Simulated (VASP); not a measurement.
# AgRh (P-6m2) in VASP: further runs

AgRh is run at these levels: LDA; tasks: single point, relaxation of volume and atoms at fixed shape.

Program: VASP 6.6.1. These are calculated values, not measurements. Logs are shortened: lines on timing, memory, paths and dates and some standing lists are left out, and cuts for length are marked.

## (1) The cell of the first run

The structure is hexagonal, space group P-6m2 (No. 187). Conventional cell: a = 2.691 Å, b = 2.691 Å, c = 4.659 Å, α = 90.00°, β = 90.00°, γ = 120.00°. Within 3.5 Å of Ag (site symmetry -6m2) lie 6 Ag at 2.69 Å and 6 Rh at 2.80 Å. Rh (site symmetry -6m2) has 6 Rh at 2.69 Å and 6 Ag at 2.80 Å within 3.5 Å.

## (2) Single point, LDA

File INCAR:

```
PREC = Accurate ; ENCUT = 500
EDIFF = 1E-6 ; ISMEAR = -1
SIGMA = 0.05 ; LREAL = False
LASPH = True ; NELM = 120
ALGO = Normal ; ISIF = 2
LWAVE = False ; LCHARG = False
NBANDS = 20 ; GGA_COMPAT = False
```

File KPOINTS:

```
Automatic mesh
0
Gamma
  8 8 4
```

File POSCAR:

```
AgRh
1.0
    2.6913648487      0.0000000000      0.0000000000
   -1.3456824244      2.3307903299      0.0000000000
    0.0000000000      0.0000000000      4.6593308544
Ag Rh
1 1
Direct
    0.0000000000      0.0000000000      0.5000000000
    0.6666666667      0.3333333333      0.0000000000
```

Potentials or basis: VASP PAW LDA potentials, release 64 (Ag, Rh_pv).

Launch:

```bash
cat potpaw_LDA.64/Ag/POTCAR potpaw_LDA.64/Rh_pv/POTCAR > POTCAR
mpirun -np 1 vasp_std > vasp.out
```

OUTCAR:

```text
PREC = Accurate
   ENCUT = 500
   EDIFF = 1E-6
   ISMEAR = -1
   LREAL = False
   LASPH = True
   NELM = 120
   ISIF = 2

 ion  position               nearest neighbor table
   1  0.000  0.000  0.500-   2 2.80   2 2.80   2 2.80   2 2.80   2 2.80   2 2.80
   2  0.667  0.333  0.000-   1 2.80   1 2.80   1 2.80   1 2.80   1 2.80   1 2.80

  LATTYP: Found a hexagonal cell.
 ALAT       =     2.6913648487
 C/A-ratio  =     1.7312148729

  Lattice vectors:

 A1 = (   2.6913648487,   0.0000000000,   0.0000000000)
 A2 = (  -1.3456824244,   2.3307903299,   0.0000000000)
 A3 = (   0.0000000000,   0.0000000000,   4.6593308544)

Analysis of symmetry for initial positions (statically):
=====================================================================
 Subroutine PRICEL returns:
 Original cell was already a primitive cell.

 Routine SETGRP: Setting up the symmetry group for a
 hexagonal supercell.

 Subroutine GETGRP returns: Found 12 space group operations
 (whereof 12 operations were pure point group operations)
 out of a pool of 24 trial point group operations.

The static configuration has the point symmetry D_3h.

Analysis of symmetry for dynamics (positions and initial velocities):
=====================================================================
 Subroutine PRICEL returns:
 Original cell was already a primitive cell.

 Routine SETGRP: Setting up the symmetry group for a
 hexagonal supercell.

 Subroutine GETGRP returns: Found 12 space group operations
 (whereof 12 operations were pure point group operations)
 out of a pool of 24 trial point group operations.

The dynamic configuration has the point symmetry D_3h.

 Subroutine INISYM returns: Found 12 space group operations
 (whereof 12 operations are pure point group operations),
 and found     1 'primitive' translations

----------------------------------------------------------------------------------------

                                     Primitive cell

  volume of cell :      29.2280

  direct lattice vectors                    reciprocal lattice vectors
     2.691364849  0.000000000  0.000000000     0.371558691  0.214519510  0.000000000
    -1.345682424  2.330790330  0.000000000     0.000000000  0.429039020  0.000000000
     0.000000000  0.000000000  4.659330854     0.000000000  0.000000000  0.214623093

  length of vectors
     2.691364849  2.691364849  4.659330854     0.429039020  0.429039020  0.214623093

  position of ions in fractional coordinates (direct lattice)
     0.000000000  0.000000000  0.500000000
     0.666666667  0.333333333  0.000000000

  ion indices of the primitive-cell ions
   primitive index   ion index
                 1           1
                 2           2

----------------------------------------------------------------------------------------

 KPOINTS: Automatic mesh

Automatic generation of k-mesh.
 Grid dimensions read from file:
 generate k-points for:    8    8    4

 Generating k-lattice:

  Cartesian coordinates                     Fractional coordinates (reciprocal lattice)
     0.046444836  0.026814939  0.000000000     0.125000000 -0.000000000  0.000000000
     0.000000000  0.053629878  0.000000000     0.000000000  0.125000000  0.000000000
     0.000000000  0.000000000  0.053655773     0.000000000  0.000000000  0.250000000

  Length of vectors
     0.053629878  0.053629878  0.053655773

  Shift w.r.t. Gamma in fractional coordinates (k-lattice)
     0.000000000  0.000000000  0.000000000

 Subroutine IBZKPT returns following result:
 ===========================================

 Found     30 irreducible k-points:

 Following reciprocal coordinates:
            Coordinates               Weight
  0.000000  0.000000  0.000000      1.000000
  0.125000  0.000000  0.000000      6.000000
  0.250000  0.000000  0.000000      6.000000
  0.375000  0.000000  0.000000      6.000000
  0.500000  0.000000  0.000000      3.000000
  0.125000  0.125000  0.000000      6.000000
[... 16 lines left out ...]
  0.250000  0.000000  0.500000      6.000000
  0.375000  0.000000  0.500000      6.000000
 [... further k-points ...]
   k-points           NKPTS =     30   k-points in BZ     NKDIM =     30   number of bands    NBANDS=     20
   number of dos      NEDOS =    301   number of ions     NIONS =      2
   total plane-waves  NPLWV =  14400
   dimension x,y,z NGX =    20 NGY =   20 NGZ =   36
   dimension x,y,z NGXF=    40 NGYF=   40 NGZF=   72
   ions per type =               1   1
   NGX,Y,Z   is equivalent  to a cutoff of  12.35, 12.35, 12.84 a.u.
   NGXF,Y,Z  is equivalent  to a cutoff of  24.71, 24.71, 25.69 a.u.
 SYSTEM =  unknown system
   PREC   = accura    normal or accurate (medium, high low for compatibility)
   ISTART =      0    job   : 0-new  1-cont  2-samecut
   ICHARG =      2    charge: 1-file 2-atom 10-const
   ISPIN  =      1    spin polarized calculation?
   LNONCOLLINEAR =      F non collinear calculations
   LSORBIT =      F    spin-orbit coupling
   LASPH  =      T    aspherical Exc in radial PAW
   ENCUT  =  500.0 eV  36.75 Ry    6.06 a.u.   4.91  4.91  8.50*2*pi/ulx,y,z
   NELM   =    120;   NELMIN=  2; NELMDL= -5     # of ELM steps
   EDIFF  = 0.1E-05   stopping-criterion for ELM
   LREAL  =      F    real-space projection
   EDIFFG = 0.1E-04   stopping-criterion for IOM
   NSW    =      0    number of steps for IOM
   IBRION =     -1    ionic relax: 0-MD 1-quasi-New 2-CG
   NFREE  =      0    steps in history (QN), initial steepest desc. (CG)
   ISIF   =      2    stress and relaxation
   ISYM   =      2    0-nonsym 1-usesym 2-fastsym
   POTIM  = 0.5000    time-step for ionic-motion
   TEBEG  =    0.0;   TEEND  =   0.0 temperature during run
   PSTRESS=    0.0 pullay stress
   NELECT =      26.0000    total number of electrons
   NUPDOWN=      -1.0000    fix difference up-down
   EMIN   =  10.00;   EMAX   =-10.00  energy-range for DOS
   EFERMI =   0.00;   METHOD = LEGACY
   ISMEAR =    -1;   SIGMA  =   0.05  broadening in eV -4-tet -1-fermi 0-gaus
   EFERMI_NEDOS =   21; number of points for ismear=-14 and -15
   IALGO  =     38    algorithm
   IMIX   =      4    mixing-type and parameters
     AMIX     =   0.40;   BMIX     =  1.00
     AMIX_MAG =   1.60;   BMIX_MAG =  1.00
  volume/ion in A,a.u.               =      14.61        98.62
  Fermi-wavevector in a.u.,A,eV,Ry     =   1.574464  2.975306 33.728000  2.478938
  Thomas-Fermi vector in A             =   2.675595
   LORBIT       =      0    0 simple, 1 ext, 2 COOP (PROOUT), +10 PAW based schemes
   GGA     = CA    functional components
   LHFCALC =     F    Hartree Fock is set to
   AEXX    =    0.0000 exact exchange contribution
   IVDW    =     0    specifies the selected vdW correction
   LEPSILON=     F    determine dielectric tensor
   LRPA    =     F    only Hartree local field effects (RPA)
 non-spin polarized calculation
  energy-cutoff  :      500.00
  volume of cell :       29.23
 maximum number of plane-waves:       757
 NGX is ok and might be reduce to    20
   NGX =  9   NGY =  9   NGZ = 17

 number of electron      26.0000009 magnetization

 Free energy of the ion-electron system (eV)
  ---------------------------------------------------
  ext. energy  EPLUGINS =         0.00000000
  ---------------------------------------------------
  free energy    TOTEN  =       -11.91053773 eV

  energy without entropy =      -11.88409522  energy(sigma->0) =      -11.89731647

 E-fermi :  10.0960     XC(G=0): -13.7266

 val. band max:       10.0788079103   @ k =   0.1250   0.0000   0.5000
 cond. band min:      10.1002120376   @ k =   0.3750   0.0000   0.0000
 fundamental gap:      0.0214041273
 Fermi energy:        10.0959501099

 k-point     1 :       0.0000    0.0000    0.0000
  band No.  band energies     occupation
      1     -35.5569      2.00000
      2     -35.4509      2.00000
      3     -35.4509      2.00000
      4       2.1549      2.00000
      5       3.7128      2.00000
      6       5.4544      2.00000
[... 12 lines left out ...]
     19      29.1705      0.00000
     20      31.3924      0.00000

 k-point     2 :       0.1250    0.0000    0.0000
  band No.  band energies     occupation
      1     -35.5454      2.00000
      2     -35.5355      2.00000
      3     -35.4710      2.00000
      4       2.6762      2.00000
      5       4.0267      2.00000
      6       5.2443      2.00000
[... 12 lines left out ...]
     19      28.7533      0.00000
     20      29.9626      0.00000

 k-point     3 :       0.2500    0.0000    0.0000
  band No.  band energies     occupation
      1     -35.7368      2.00000
      2     -35.5193      2.00000
      3     -35.5176      2.00000
      4       3.7192      2.00000
      5       4.4482      2.00000
      6       5.2652      2.00000
[... 12 lines left out ...]
     19      27.3918      0.00000
     20      29.1531      0.00000

 k-point     4 :       0.3750    0.0000    0.0000
  band No.  band energies     occupation
      1     -35.9340      2.00000
      2     -35.5673      2.00000
      3     -35.4896      2.00000
      4       3.6061      2.00000
      5       4.4795      2.00000
      6       4.8145      2.00000
[... 12 lines left out ...]
     19      24.7531      0.00000
     20      25.6603      0.00000

 k-point     5 :       0.5000    0.0000    0.0000
  band No.  band energies     occupation
      1     -36.0145      2.00000
      2     -35.5871      2.00000
      3     -35.4780      2.00000
      4       3.4348      2.00000
      5       4.1987      2.00000
      6       4.8200      2.00000
[... 12 lines left out ...]
     19      23.2038      0.00000
     20      23.3677      0.00000
[... 353 lines left out ...]
      6       5.4103      2.00000
[... 12 lines left out ...]
     19      27.6423      0.00000
     20      31.6250      0.00000

 k-point    22 :       0.1250    0.0000    0.5000
  band No.  band energies     occupation
      1     -35.5477      2.00000
      2     -35.5354      2.00000
      3     -35.4711      2.00000
      4       3.5760      2.00000
      5       4.6737      2.00000
      6       5.1900      2.00000
[... 12 lines left out ...]
     19      27.5182      0.00000
     20      29.7598      0.00000

 k-point    23 :       0.2500    0.0000    0.5000
  band No.  band energies     occupation
      1     -35.7365      2.00000
      2     -35.5194      2.00000
      3     -35.5188      2.00000
      4       4.0602      2.00000
      5       4.5511      2.00000
      6       5.1205      2.00000
[... 12 lines left out ...]
     19      25.4258      0.00000
     20      29.2463      0.00000

 k-point    24 :       0.3750    0.0000    0.5000
  band No.  band energies     occupation
      1     -35.9335      2.00000
      2     -35.5674      2.00000
      3     -35.4898      2.00000
      4       3.6892      2.00000
      5       4.0655      2.00000
      6       4.9712      2.00000
[... 12 lines left out ...]
     19      25.2046      0.00000
     20      27.2418      0.00000

 [... further k-points ...]
[... 5 lines left out ...]
  --------------------------------------------------------------------------------------
  -------------------------------------------------------------------------------------
  Total        0.2801358      0.2801358     -0.3090308     -0.0000000     -0.0000000      0.0000000
  in kB       15.3560626     15.3560626    -16.9399829     -0.0000000     -0.0000000      0.0000000
  external PRESSURE =       4.5907141 kB  Pullay stress =       0.0000000 kB

 VOLUME and BASIS-vectors are now :
 -----------------------------------------------------------------------------
  energy-cutoff  :      500.00
  volume of cell :       29.23
      direct lattice vectors                 reciprocal lattice vectors
     2.691364849  0.000000000  0.000000000     0.371558691  0.214519510  0.000000000
    -1.345682424  2.330790330  0.000000000     0.000000000  0.429039020  0.000000000
     0.000000000  0.000000000  4.659330854     0.000000000  0.000000000  0.214623093

 POSITION                                       TOTAL-FORCE (eV/Angst)
 -----------------------------------------------------------------------------------
      0.00000      0.00000      2.32967         0.000000      0.000000      0.000000
      1.34568      0.77693      0.00000        -0.000000      0.000000      0.000000
 -----------------------------------------------------------------------------------
    total drift:                               -0.000000      0.000000      0.000000

  FREE ENERGIE OF THE ION-ELECTRON SYSTEM (eV)
  ---------------------------------------------------
  free  energy   TOTEN  =       -11.9105377267 eV

  energy  without entropy=      -11.8840952184  energy(sigma->0) =      -11.89731647
```

It took 9.5 s on 1 thread of Intel Xeon Platinum 8259CL at 2.50GHz (Skylake/Cascade Lake), shared host; peak memory 0.13 GiB.

Results:

| Property | Result |
| --- | --- |
| Free energy | -11.9105 eV |
| Pressure | 0.5 GPa |
| Band gap on the k mesh | zero (bands 13 and 14 overlap by 1.61 eV) |

Levels at points of the mesh, in eV from the Fermi level:
```
           k point  band 9  band 10  band 11  band 12  band 13  band 14  band 15  band 16  band 17  band 18
(0.00, 0.00, 0.00)   -3.27    -3.27    -2.08    -2.08    -0.10     0.14     0.14     5.97    16.81    17.47
(0.50, 0.00, 0.00)   -3.09    -2.18    -1.94    -0.08     1.32     2.01     4.34     8.98     9.12    12.61
(0.00, 0.00, 0.50)   -3.39    -3.39    -2.93    -1.81    -1.81     0.09     0.09    12.25    13.33    17.06
(0.50, 0.00, 0.50)   -2.19    -1.87    -0.72    -0.23     1.33     1.61     2.56     7.11     8.71    15.18
```

## (3) Single point, LDA

This run uses another cell than the first one, of 14.47 Å³/atom.

File INCAR:

```
PREC     = Accurate       # precision mode
ENCUT    = 500            # plane-wave cutoff, eV
EDIFF    = 1E-6           # SCF threshold, eV
ISMEAR   = -1             # smearing method
SIGMA    = 0.05           # smearing width, eV
LREAL    = F              # projectors in reciprocal space
LASPH    = T              # aspherical terms in the spheres
NELM     = 120            # most SCF steps
ALGO     = Normal         # electronic algorithm
ISIF     = 2              # what is computed and relaxed
LWAVE    = F              # write WAVECAR
LCHARG   = F              # write CHGCAR
GGA      = CA             # functional
NBANDS   = 20             # bands
GGA_COMPAT= F
```

File KPOINTS:

```
Automatic mesh
0
Gamma
  9 9 5
```

File POSCAR:

```
AgRh
1.0
    2.6823635613      0.0000000000      0.0000000000
   -1.3411817806      2.3229949862      0.0000000000
    0.0000000000      0.0000000000      4.6437476916
Ag Rh
1 1
Direct
    0.0000000000      0.0000000000      0.5000000000
    0.6666666667      0.3333333333      0.0000000000
```

Potentials or basis: VASP PAW LDA potentials, release 64 (Ag, Rh_pv).

Launch:

```bash
cat potpaw_LDA.64/Ag/POTCAR potpaw_LDA.64/Rh_pv/POTCAR > POTCAR
mpirun -np 1 vasp_std > vasp.out
```

Wall time 11 s (1 thread of Intel Xeon Platinum 8259CL at 2.50GHz (Skylake/Cascade Lake), shared host); peak memory 0.14 GiB.

It converged, with:

```yaml
Free_energy: -11.9152 eV
Pressure: 2.6 GPa
Band_gap_on_the_k_mesh: zero (bands 13 and 14 overlap by 1.27 eV)
```

Stress tensor (GPa, compression positive):
```
3.12 0.00 0.00
0.00 3.12 0.00
0.00 0.00 1.67
```

Levels at points of the mesh, in eV from the Fermi level:
```tsv
k point	band 10	band 11	band 12	band 13	band 14	band 15	band 16	band 17
(0.00, 0.00, 0.00)	-3.31	-2.29	-2.29	-0.16	0.10	0.10	6.00	16.71
```

## (4) Single point, LDA

File INCAR:

```
ALGO = Normal ; EDIFF = 1E-6
ENCUT = 500 ; GGA = CA
GGA_COMPAT = F ; ISIF = 2
ISMEAR = -1 ; LASPH = T
LCHARG = F ; LREAL = F
LWAVE = F ; NBANDS = 20
NELM = 120 ; PREC = Accurate
SIGMA = 0.05
```

File KPOINTS:

```
k-points
0
Gamma
  9 9 5
```

File POSCAR:

```
AgRh
1.0
    2.6913648487      0.0000000000      0.0000000000
   -1.3456824244      2.3307903299      0.0000000000
    0.0000000000      0.0000000000      4.6593308544
Ag Rh
1 1
Direct
    0.0000000000      0.0000000000      0.5000000000
    0.6666666667      0.3333333333      0.0000000000
```

Launch:

```bash
cat potpaw_LDA.64/Ag/POTCAR potpaw_LDA.64/Rh_pv/POTCAR > POTCAR
mpirun -np 1 vasp_std > vasp.out
```

It took 11 s on 1 thread of Intel Xeon Platinum 8259CL at 2.50GHz (Skylake/Cascade Lake), shared host; peak memory 0.14 GiB.

Results (log left out):

* Free energy: -11.9181 eV
* Pressure: 0.4 GPa
* Band gap on the k mesh: zero (bands 13 and 14 overlap by 1.24 eV)

Stress tensor (GPa, compression positive):
```
 0.80  0.00  0.00
 0.00  0.80  0.00
 0.00  0.00 -0.28
```

Levels at points of the mesh, in eV from the Fermi level:
```csv
k point,band 11,band 12,band 13,band 14,band 15,band 16
"(0.00, 0.00, 0.00)",-2.25,-2.25,-0.13,0.10,0.10,5.92
```

## (5) Single point, LDA

This run uses another cell than the first one, of 14.76 Å³/atom.

File INCAR:

```
SYSTEM = AgRh
PREC     = Accurate       ! precision mode
ENCUT    = 500            ! plane-wave cutoff, eV
EDIFF    = 1E-6           ! SCF threshold, eV
ISMEAR   = -1             ! smearing method
SIGMA    = 0.05           ! smearing width, eV
LREAL    = .False.        ! projectors in reciprocal space
LASPH    = .True.         ! aspherical terms in the spheres
NELM     = 120            ! most SCF steps
ALGO     = Normal         ! electronic algorithm
ISIF     = 2              ! what is computed and relaxed
LWAVE    = .False.        ! write WAVECAR
LCHARG   = .True.         ! write CHGCAR
GGA      = CA             ! functional
LELF     = .True.         ! ELF
LVHAR    = .True.       
NBANDS   = 20             ! bands
GGA_COMPAT= .False.
```

File KPOINTS:

```
Automatic mesh
0
Gamma
  9 9 5
  0 0 0
```

File POSCAR:

```
AgRh
1.0
    2.7003063259      0.0000000000      0.0000000000
   -1.3501531629      2.3385338762      0.0000000000
    0.0000000000      0.0000000000      4.6748104726
Ag Rh
1 1
Direct
    0.0000000000      0.0000000000      0.5000000000
    0.6666666667      0.3333333333      0.0000000000
```

Launch:

```bash
cat potpaw_LDA.64/Ag/POTCAR potpaw_LDA.64/Rh_pv/POTCAR > POTCAR
mpirun -np 1 vasp_std > vasp.out
```

Wall time 13 s (1 thread of Intel Xeon Platinum 8259CL at 2.50GHz (Skylake/Cascade Lake), shared host); peak memory 0.14 GiB.

The run converged. Its results:

```yaml
Free_energy: -11.9172 eV
Pressure: -1.6 GPa
Band_gap_on_the_k_mesh: zero (bands 13 and 14 overlap by 1.22 eV)
```

Stress tensor (GPa, compression positive):
```
-1.37  0.00  0.00
 0.00 -1.37  0.00
 0.00  0.00 -2.10
```

Levels at points of the mesh, in eV from the Fermi level:
| k point | band 9 | band 10 | band 11 | band 12 | band 13 | band 14 | band 15 | band 16 | band 17 | band 18 |
| --- | --- | --- | --- | --- | --- | --- | --- | --- | --- | --- |
| (0.00, 0.00, 0.00) | -3.26 | -3.26 | -2.22 | -2.22 | -0.11 | 0.10 | 0.10 | 5.85 | 16.69 | 17.38 |

(Continued in part 2 of 2.)

The gap in the log of VASP goes by the Fermi energy; the results here count the filled bands.